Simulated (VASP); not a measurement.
# Li (P1) in VASP: notebook

Runs on Li. Level: PBEsol. Tasks: single point.

Everything below comes from runs of VASP 6.6.1. Logs are shortened: lines on timing, memory, paths and dates and some standing lists are left out, and cuts for length are marked.

## (1) The cell of the first run

The typed cell holds 16 atoms: a = 7.205 Å, b = 7.205 Å, c = 7.205 Å, α = 90.00°, β = 90.00°, γ = 90.00°.

## (2) Single point, PBEsol

INCAR reads:

```
  PREC = Accurate
  ENCUT = 520
  EDIFF = 1E-6
  ISMEAR = -1
  SIGMA = 0.11
  LREAL = Auto
  LASPH = True
  NELM = 100
  ALGO = Normal
  ISIF = 2
  LWAVE = False
  LCHARG = False
  GGA = PS
  NBANDS = 38
```

KPOINTS reads:

```
Automatic mesh
0
Gamma
  2 2 2
```

POSCAR reads:

```
Li
1.0
    7.2053150000      0.0000000000      0.0000000000
    0.0000000000      7.2053150000      0.0000000000
    0.0000000000      0.0000000000      7.2053150000
Li
16
Direct
   -0.0353905416     -0.0179450864      0.0969145693
    0.6264403430     -0.0266608746      0.0739315353
   -0.0257171269      0.5242102531     -0.0422743489
    0.0150028139      0.0186945331      0.5010467967
    0.3534335418      0.2401976874      0.2039327913
    0.5023513892      0.4950095867     -0.0153497800
    0.4066303833      0.0232189710      0.4965362375
    0.7240072086      0.2862470274      0.2487052960
    0.0413306011      0.5186587956      0.5007692238
    0.2722434758      0.7653378097      0.2050430828
    0.2901052903      0.2323423750      0.7891119264
    0.4869877306      0.5222117284      0.5591011635
    0.7623816585      0.6529485526      0.2204067414
    0.7303913847      0.2973221851      0.7091570598
    0.2654290617      0.7438120332      0.7903471257
    0.7939416944      0.7877518193      0.7663925866
```

Potentials or basis: VASP PAW PBE potentials, release 64 (Li_sv).

Command:

```bash
$ cat potpaw_PBE.64/Li_sv/POTCAR > POTCAR
$ mpirun -np 1 vasp_std > vasp.out
```

OUTCAR:

```text
PREC = Accurate
   ENCUT = 520
   EDIFF = 1E-6
   ISMEAR = -1
   LREAL = Auto
   LASPH = True
   NELM = 100
   ISIF = 2
   GGA = PS

 ion  position               nearest neighbor table
   1  0.965  0.982  0.097-   2 2.44
   2  0.626  0.973  0.074-   1 2.44
   3  0.974  0.524  0.958-  13 2.60
   4  0.015  0.019  0.501-
   5  0.353  0.240  0.204-
   6  0.502  0.495  0.985-
   7  0.407  0.023  0.497-
   8  0.724  0.286  0.249-
   9  0.041  0.519  0.501-
  10  0.272  0.765  0.205-
  11  0.290  0.232  0.789-
  12  0.487  0.522  0.559-
  13  0.762  0.653  0.220-   3 2.60
  14  0.730  0.297  0.709-
  15  0.265  0.744  0.790-
  16  0.794  0.788  0.766-

  LATTYP: Found a simple cubic cell.
 ALAT       =     7.2053150000

  Lattice vectors:

 A1 = (   7.2053150000,   0.0000000000,   0.0000000000)
 A2 = (   0.0000000000,   7.2053150000,   0.0000000000)
 A3 = (   0.0000000000,   0.0000000000,   7.2053150000)

Analysis of symmetry for initial positions (statically):
=====================================================================
 Subroutine PRICEL returns:
 Original cell was already a primitive cell.

 Routine SETGRP: Setting up the symmetry group for a
 simple cubic supercell.

 Subroutine GETGRP returns: Found  1 space group operations
 (whereof  1 operations were pure point group operations)
 out of a pool of 48 trial point group operations.

The static configuration has the point symmetry C_1 .

Analysis of symmetry for dynamics (positions and initial velocities):
=====================================================================
 Subroutine PRICEL returns:
 Original cell was already a primitive cell.

 Routine SETGRP: Setting up the symmetry group for a
 simple cubic supercell.

 Subroutine GETGRP returns: Found  1 space group operations
 (whereof  1 operations were pure point group operations)
 out of a pool of 48 trial point group operations.

The dynamic configuration has the point symmetry C_1 .

 Subroutine INISYM returns: Found  1 space group operations
 (whereof  1 operations are pure point group operations),
 and found     1 'primitive' translations

----------------------------------------------------------------------------------------

                                     Primitive cell

  volume of cell :     374.0752

  direct lattice vectors                    reciprocal lattice vectors
     7.205315000  0.000000000  0.000000000     0.138786438  0.000000000  0.000000000
     0.000000000  7.205315000  0.000000000     0.000000000  0.138786438  0.000000000
     0.000000000  0.000000000  7.205315000     0.000000000  0.000000000  0.138786438

  length of vectors
     7.205315000  7.205315000  7.205315000     0.138786438  0.138786438  0.138786438

  position of ions in fractional coordinates (direct lattice)
     0.964609458  0.982054914  0.096914569
     0.626440343  0.973339125  0.073931535
     0.974282873  0.524210253  0.957725651
     0.015002814  0.018694533  0.501046797
     0.353433542  0.240197687  0.203932791
     0.502351389  0.495009587  0.984650220
[... 8 lines left out ...]
     0.265429062  0.743812033  0.790347126
     0.793941694  0.787751819  0.766392587

  ion indices of the primitive-cell ions
   primitive index   ion index
                 1           1
                 2           2
                 3           3
                 4           4
                 5           5
                 6           6
[... 8 lines left out ...]
                15          15
                16          16

----------------------------------------------------------------------------------------

 KPOINTS: Automatic mesh

Automatic generation of k-mesh.
 Grid dimensions read from file:
 generate k-points for:    2    2    2

 Generating k-lattice:

  Cartesian coordinates                     Fractional coordinates (reciprocal lattice)
     0.069393219  0.000000000  0.000000000     0.500000000  0.000000000  0.000000000
     0.000000000  0.069393219  0.000000000     0.000000000  0.500000000  0.000000000
     0.000000000  0.000000000  0.069393219     0.000000000  0.000000000  0.500000000

  Length of vectors
     0.069393219  0.069393219  0.069393219

  Shift w.r.t. Gamma in fractional coordinates (k-lattice)
     0.000000000  0.000000000  0.000000000

 Subroutine IBZKPT returns following result:
 ===========================================

 Found      8 irreducible k-points:

 Following reciprocal coordinates:
            Coordinates               Weight
  0.000000  0.000000  0.000000      1.000000
  0.500000  0.000000  0.000000      1.000000
  0.000000  0.500000  0.000000      1.000000
  0.000000  0.000000  0.500000      1.000000
  0.500000  0.500000  0.000000      1.000000
  0.000000  0.500000  0.500000      1.000000
  0.500000  0.000000  0.500000      1.000000
  0.500000  0.500000  0.500000      1.000000
   k-points           NKPTS =      8   k-points in BZ     NKDIM =      8   number of bands    NBANDS=     38
   number of dos      NEDOS =    301   number of ions     NIONS =     16
   total plane-waves  NPLWV = 157464
   dimension x,y,z NGX =    54 NGY =   54 NGZ =   54
   dimension x,y,z NGXF=   108 NGYF=  108 NGZF=  108
   ions per type =              16
   NGX,Y,Z   is equivalent  to a cutoff of  12.46, 12.46, 12.46 a.u.
   NGXF,Y,Z  is equivalent  to a cutoff of  24.92, 24.92, 24.92 a.u.
 SYSTEM =  unknown system
   PREC   = accura    normal or accurate (medium, high low for compatibility)
   ISTART =      0    job   : 0-new  1-cont  2-samecut
   ICHARG =      2    charge: 1-file 2-atom 10-const
   ISPIN  =      1    spin polarized calculation?
   LNONCOLLINEAR =      F non collinear calculations
   LSORBIT =      F    spin-orbit coupling
   LASPH  =      T    aspherical Exc in radial PAW
   ENCUT  =  520.0 eV  38.22 Ry    6.18 a.u.  13.40 13.40 13.40*2*pi/ulx,y,z
   NELM   =    100;   NELMIN=  2; NELMDL= -5     # of ELM steps
   EDIFF  = 0.1E-05   stopping-criterion for ELM
   LREAL  =      T    real-space projection
   EDIFFG = 0.1E-04   stopping-criterion for IOM
   NSW    =      0    number of steps for IOM
   IBRION =     -1    ionic relax: 0-MD 1-quasi-New 2-CG
   NFREE  =      0    steps in history (QN), initial steepest desc. (CG)
   ISIF   =      2    stress and relaxation
   ISYM   =      2    0-nonsym 1-usesym 2-fastsym
   POTIM  = 0.5000    time-step for ionic-motion
   TEBEG  =    0.0;   TEEND  =   0.0 temperature during run
   PSTRESS=    0.0 pullay stress
   NELECT =      48.0000    total number of electrons
   NUPDOWN=      -1.0000    fix difference up-down
   EMIN   =  10.00;   EMAX   =-10.00  energy-range for DOS
   EFERMI =   0.00;   METHOD = LEGACY
   ISMEAR =    -1;   SIGMA  =   0.11  broadening in eV -4-tet -1-fermi 0-gaus
   EFERMI_NEDOS =   21; number of points for ismear=-14 and -15
   IALGO  =     38    algorithm
   IMIX   =      4    mixing-type and parameters
     AMIX     =   0.40;   BMIX     =  1.00
     AMIX_MAG =   1.60;   BMIX_MAG =  1.00
  volume/ion in A,a.u.               =      23.38       157.77
  Fermi-wavevector in a.u.,A,eV,Ry     =   0.825725  1.560395  9.276756  0.681822
  Thomas-Fermi vector in A             =   1.937634
   LORBIT       =      0    0 simple, 1 ext, 2 COOP (PROOUT), +10 PAW based schemes
   GGA     = PS    functional components
   LHFCALC =     F    Hartree Fock is set to
   AEXX    =    0.0000 exact exchange contribution
   IVDW    =     0    specifies the selected vdW correction
   LEPSILON=     F    determine dielectric tensor
   LRPA    =     F    only Hartree local field effects (RPA)
 non-spin polarized calculation
  energy-cutoff  :      520.00
  volume of cell :      374.08
 maximum number of plane-waves:     10090
 NGX is ok and might be reduce to    54
   NGX = 27   NGY = 27   NGZ = 27

 number of electron      47.9999999 magnetization

 Free energy of the ion-electron system (eV)
  ---------------------------------------------------
  ext. energy  EPLUGINS =         0.00000000
  ---------------------------------------------------
  free energy    TOTEN  =       -29.38127562 eV

  energy without entropy =      -29.00028779  energy(sigma->0) =      -29.19078171

 E-fermi :   0.0758     XC(G=0):  -6.6464

 val. band max:        0.0718937825   @ k =   0.5000   0.5000   0.0000
 cond. band min:       0.1120776921   @ k =   0.0000   0.5000   0.5000
 fundamental gap:      0.0401839096
 Fermi energy:         0.0757866352

 k-point     1 :       0.0000    0.0000    0.0000
  band No.  band energies     occupation
      1     -46.2334      2.00000
      2     -46.1537      2.00000
      3     -46.1396      2.00000
      4     -46.0791      2.00000
      5     -46.0675      2.00000
      6     -46.0600      2.00000
[... 28 lines left out ...]
     35       2.9299      0.00000
     36       3.1985      0.00000

 k-point     2 :       0.5000    0.0000    0.0000
  band No.  band energies     occupation
      1     -46.2335      2.00000
      2     -46.1537      2.00000
      3     -46.1396      2.00000
      4     -46.0791      2.00000
      5     -46.0676      2.00000
      6     -46.0601      2.00000
[... 28 lines left out ...]
     35       3.0320      0.00000
     36       3.1782      0.00000

 k-point     3 :       0.0000    0.5000    0.0000
  band No.  band energies     occupation
      1     -46.2335      2.00000
      2     -46.1537      2.00000
      3     -46.1396      2.00000
      4     -46.0791      2.00000
      5     -46.0675      2.00000
      6     -46.0601      2.00000
[... 28 lines left out ...]
     35       3.0120      0.00000
     36       3.2338      0.00000
[... 118 lines left out ...]
 k-point     7 :       0.5000    0.0000    0.5000
  band No.  band energies     occupation
      1     -46.2334      2.00000
      2     -46.1537      2.00000
      3     -46.1396      2.00000
      4     -46.0791      2.00000
      5     -46.0676      2.00000
      6     -46.0601      2.00000
[... 28 lines left out ...]
     35       3.4586      0.00000
     36       4.0707      0.00000

 k-point     8 :       0.5000    0.5000    0.5000
  band No.  band energies     occupation
      1     -46.2334      2.00000
      2     -46.1536      2.00000
      3     -46.1396      2.00000
      4     -46.0791      2.00000
      5     -46.0676      2.00000
      6     -46.0601      2.00000
[... 28 lines left out ...]
     35       2.9754      0.00000
     36       3.0273      0.00000
 [bands above 36 left out]

------------------------ aborting loop because EDIFF is reached ----------------------------------------

  FORCE on cell =-STRESS in cart. coord.  units (eV):
  Direction    XX          YY          ZZ          XY          YZ          ZX
  --------------------------------------------------------------------------------------
  -------------------------------------------------------------------------------------
  Total       -0.7326851     -1.7111974     -1.3619851     -0.6563662      0.0109304      0.0234617
  in kB       -3.1381163     -7.3291189     -5.8334306     -2.8112396      0.0468151      0.1004874
  external PRESSURE =      -5.4335553 kB  Pullay stress =       0.0000000 kB

 VOLUME and BASIS-vectors are now :
 -----------------------------------------------------------------------------
  energy-cutoff  :      520.00
  volume of cell :      374.08
      direct lattice vectors                 reciprocal lattice vectors
     7.205315000  0.000000000  0.000000000     0.138786438  0.000000000  0.000000000
     0.000000000  7.205315000  0.000000000     0.000000000  0.138786438  0.000000000
     0.000000000  0.000000000  7.205315000     0.000000000  0.000000000  0.138786438

 POSITION                                       TOTAL-FORCE (eV/Angst)
 -----------------------------------------------------------------------------------
      6.95031      7.07601      0.69830         0.729995      0.242297     -0.269781
      4.51370      7.01322      0.53270        -0.872967     -0.052841     -0.359335
      7.02001      3.77710      6.90071         0.333454     -0.407710      0.045384
      0.10810      0.13470      3.61020        -0.156876     -0.008251     -0.060821
      2.54660      1.73070      1.46940        -0.640711      0.176987      0.102306
      3.61960      3.56670      7.09471         0.222287      0.281583     -0.166711
[... 8 lines left out ...]
      1.91250      5.35940      5.69470        -0.108831      0.343854      0.061674
      5.72060      5.67600      5.52210        -0.282390     -0.032475     -0.240513
 -----------------------------------------------------------------------------------
    total drift:                               -0.004443      0.000778      0.000995

  FREE ENERGIE OF THE ION-ELECTRON SYSTEM (eV)
  ---------------------------------------------------
  free  energy   TOTEN  =       -29.3812756223 eV

  energy  without entropy=      -29.0002877878  energy(sigma->0) =      -29.19078171
```

It took 76 s on 1 thread of Intel Xeon 6975P-C (Granite Rapids), shared host; peak memory 0.37 GiB.

What came out:

```yaml
Free_energy: -29.3813 eV
Largest_force: 0.946 eV/Å
Band_gap_on_the_k_mesh: zero (band 24 reaches 0.45 eV, above the bottom of band 25 at -0.25 eV)
```

Forces in eV/Å, atoms in the order of the input:
```
Li   0.730  0.242 -0.270
Li  -0.873 -0.053 -0.359
Li   0.333 -0.408  0.045
Li  -0.157 -0.008 -0.061
Li  -0.641  0.177  0.102
Li   0.222  0.282 -0.167
Li   0.629 -0.292  0.012
Li   0.306 -0.065  0.344
Li   0.132 -0.106 -0.067
Li   0.059 -0.203  0.143
Li  -0.299 -0.042  0.174
Li  -0.055  0.160 -0.484
Li  -0.161  0.376  0.540
Li   0.165 -0.373  0.226
Li  -0.109  0.344  0.062
Li  -0.282 -0.032 -0.241
```

Caveat: the k points lie up to 0.44 Å⁻¹ apart; the cutoff is under 1.25 times the usual one of these potentials, so pressure, stress and relaxed cells hold a basis-set (Pulay) error; the PAW data sets were made with another functional, which shifts forces and pressure a little.

(Continued in part 2 of 3.)
